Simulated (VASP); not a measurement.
# PtC3 (P6_3/mmc) in VASP: notebook, part 2 of 2

VASP 6.6.1.

### Step 5. Single point, PBE

This run uses another cell than the first one, of 18.55 Å³/atom.

File INCAR:

```
PREC = Accurate ; ENCUT = 520
EDIFF = 1E-7 ; ISMEAR = 0
SIGMA = 0.1 ; LREAL = F
LASPH = T ; NELM = 60
ALGO = Normal ; ISIF = 2
LWAVE = F ; LCHARG = T
GGA = PE ; LELF = T
LVHAR = T ; NBANDS = 32
```

File KPOINTS:

```
Automatic mesh
0
Gamma
  12 12 4
```

File POSCAR:

```
PtC3
1.0
    4.2758007758      0.0000000000      0.0000000000
   -2.1379003879      3.7029520934      0.0000000000
    0.0000000000      0.0000000000      9.3741170684
Pt C
2 6
Direct
    0.3333333333      0.6666666667      0.2500000000
    0.6666666667      0.3333333333      0.7500000000
    0.7803967396      0.5607934792      0.2500000000
    0.2196032604      0.7803967396      0.7500000000
    0.4392065208      0.2196032604      0.2500000000
    0.2196032604      0.4392065208      0.7500000000
    0.7803967396      0.2196032604      0.2500000000
    0.5607934792      0.7803967396      0.7500000000
```

Potentials or basis: VASP PAW PBE potentials, release 64 (Pt, C).

Launch:

```
$ cat potpaw_PBE.64/Pt/POTCAR potpaw_PBE.64/C/POTCAR > POTCAR
$ mpirun -np 1 vasp_std > vasp.out
```

OUTCAR:

```text
PREC = Accurate
   ENCUT = 520
   EDIFF = 1E-7
   ISMEAR = 0
   LREAL = F
   LASPH = T
   NELM = 60
   ISIF = 2
   GGA = PE

 ion  position               nearest neighbor table
   1  0.333  0.667  0.250-   3 2.17   5 2.17   7 2.17   7 2.17   3 2.17   5 2.17
   2  0.667  0.333  0.750-   6 2.17   8 2.17   4 2.17   4 2.17   6 2.17   8 2.17
   3  0.780  0.561  0.250-   5 1.46   7 1.46   1 2.17   1 2.17
   4  0.220  0.780  0.750-   8 1.46   6 1.46   2 2.17   2 2.17
   5  0.439  0.220  0.250-   7 1.46   3 1.46   1 2.17   1 2.17
   6  0.220  0.439  0.750-   4 1.46   8 1.46   2 2.17   2 2.17
   7  0.780  0.220  0.250-   5 1.46   3 1.46   1 2.17   1 2.17
[... 1057 lines left out ...]
  in kB        2.2954683      2.2954683     -0.2144852      0.0000000     -0.0000000      0.0000000
  external PRESSURE =       1.4588171 kB  Pullay stress =       0.0000000 kB

 VOLUME and BASIS-vectors are now :
 -----------------------------------------------------------------------------
  energy-cutoff  :      520.00
  volume of cell :      148.42
      direct lattice vectors                 reciprocal lattice vectors
     4.275800776  0.000000000  0.000000000     0.233874320  0.135027402  0.000000000
    -2.137900388  3.702952093  0.000000000     0.000000000  0.270054804  0.000000000
     0.000000000  0.000000000  9.374117068     0.000000000  0.000000000  0.106676713

 POSITION                                       TOTAL-FORCE (eV/Angst)
 -----------------------------------------------------------------------------------
     -0.00000      2.46863      2.34353         0.000000     -0.000000      0.000000
      2.13790      1.23432      7.03059        -0.000000     -0.000000      0.000000
      2.13790      2.07659      2.34353         0.000000      0.143190      0.000000
     -0.72943      2.88977      7.03059        -0.124006      0.071595     -0.000000
      1.40847      0.81318      2.34353        -0.124006     -0.071595      0.000000
      0.00000      1.62636      7.03059        -0.000000     -0.143190     -0.000000
      2.86733      0.81318      2.34353         0.124006     -0.071595      0.000000
      0.72943      2.88977      7.03059         0.124006      0.071595     -0.000000
 -----------------------------------------------------------------------------------
    total drift:                               -0.000000      0.000000      0.000000

  FREE ENERGIE OF THE ION-ELECTRON SYSTEM (eV)
  ---------------------------------------------------
  free  energy   TOTEN  =       -51.4880901879 eV

  energy  without entropy=      -51.4793943102  energy(sigma->0) =      -51.48374225
```

OSZICAR:

```text
N       E                     dE             d eps       ncg     rms          rms(c)
DAV:   1     0.233986318504E+03    0.23399E+03   -0.20410E+04  3656   0.121E+03
DAV:   2    -0.385110826630E+02   -0.27250E+03   -0.25744E+03  4480   0.257E+02
DAV:   3    -0.586326315975E+02   -0.20122E+02   -0.19447E+02  4680   0.681E+01
DAV:   4    -0.591771237672E+02   -0.54449E+00   -0.54312E+00  4480   0.121E+01
DAV:   5    -0.591937310288E+02   -0.16607E-01   -0.16602E-01  5000   0.197E+00    0.292E+01
DAV:   6    -0.550464835649E+02    0.41472E+01   -0.68592E+01  4352   0.466E+01    0.270E+01
DAV:   7    -0.517707742096E+02    0.32757E+01   -0.10024E+01  3840   0.254E+01    0.103E+01
DAV:   8    -0.515914932989E+02    0.17928E+00   -0.25782E+00  4240   0.946E+00    0.405E+00
DAV:   9    -0.514851550284E+02    0.10634E+00   -0.29036E-01  4232   0.406E+00    0.854E-01
DAV:  10    -0.514878362413E+02   -0.26812E-02   -0.32644E-02  4392   0.989E-01    0.212E-01
DAV:  11    -0.514879308132E+02   -0.94572E-04   -0.19158E-03  4200   0.288E-01    0.594E-02
DAV:  12    -0.514880609428E+02   -0.13013E-03   -0.39898E-04  4008   0.117E-01    0.314E-02
DAV:  13    -0.514880920946E+02   -0.31152E-04   -0.38379E-05  4128   0.395E-02    0.153E-02
DAV:  14    -0.514880898834E+02    0.22112E-05   -0.51773E-06  4648   0.154E-02    0.471E-03
DAV:  15    -0.514880901552E+02   -0.27179E-06   -0.15365E-06  4112   0.728E-03    0.136E-03
DAV:  16    -0.514880901879E+02   -0.32738E-07   -0.45905E-08  3120   0.139E-03
   1 F= -.51488090E+02 E0= -.51483742E+02  d E =-.869588E-02
```

Wall time 1.9 min (1 thread of Intel Xeon 6975P-C (Granite Rapids), shared host); peak memory 0.39 GiB.

What came out:

| Item | Value |
| --- | --- |
| Free energy | -51.4881 eV |
| Pressure | 0.1 GPa |
| Largest force | 0.143 eV/Å |
| Band gap on the k mesh | zero (filled and empty bands touch) |

Forces on the atoms (eV/Å):
```
Pt   0.000  0.000  0.000
Pt   0.000  0.000  0.000
C    0.000  0.143  0.000
C   -0.124  0.072  0.000
C   -0.124 -0.072  0.000
C    0.000 -0.143  0.000
C    0.124 -0.072  0.000
C    0.124  0.072  0.000
```

Levels at points of the mesh, in eV from the Fermi level:
```
           k point  band 18  band 19  band 20  band 21  band 22  band 23  band 24  band 25  band 26  band 27
(0.00, 0.00, 0.00)    -3.73    -3.38    -3.00    -0.04    -0.04    -0.03    -0.03     1.66     1.66     1.71
(0.50, 0.00, 0.00)    -2.92    -2.86    -2.85    -0.31    -0.31     0.50     0.72     0.80     0.81     2.35
(0.00, 0.00, 0.50)    -3.74    -3.18    -3.18    -0.04    -0.04    -0.04    -0.04     1.68     1.68     1.68
(0.50, 0.00, 0.50)    -3.00    -2.84    -2.84    -0.31    -0.31     0.59     0.59     0.80     0.80     2.39
```

Caveat: spin-orbit coupling is left out, which moves the levels of the heavy elements.

### Step 6. The runs side by side

```tsv
task	cell	k mesh	cutoff (eV)	gap on the mesh (eV)	pressure (GPa)	largest force (eV/Å)
single point	a = 4.801, b = 4.801, c = 3.854 Å, angles 90.0, 90.0, 120.0°, 8 atoms, atomic positions A	6 × 6 × 6	520	none	3.5	0.48
single point	a = 4.278, b = 4.278, c = 8.572 Å, angles 90.0, 90.0, 120.0°, 8 atoms, atomic positions B	6 × 6 × 4	520	none	0.2	0.14
relaxation of cell and atoms	relaxed from a = 4.801, b = 4.801, c = 3.854 Å, angles 90.0, 90.0, 120.0°, 8 atoms, atomic positions A	6 × 6 × 4	600	none	0.0	0.01
single point	a = 4.276, b = 4.276, c = 9.374 Å, angles 90.0, 90.0, 120.0°, 8 atoms, atomic positions C	12 × 12 × 4	520	none	0.1	0.14
```

Alike in all rows: level PBE; potentials or basis VASP PAW PBE potentials, release 64 (Pt, C); no spin polarisation; smearing gaussian 0.1 eV.

Caveats: some runs use coarse meshes; spin-orbit coupling is left out, which moves the levels of the heavy elements; the cell stands under pressure (at least some runs); the volume moved by over 15 % at a fixed basis, so the end points are rough (at least some runs).

Absolute energies hang on the potentials; compare differences alone.
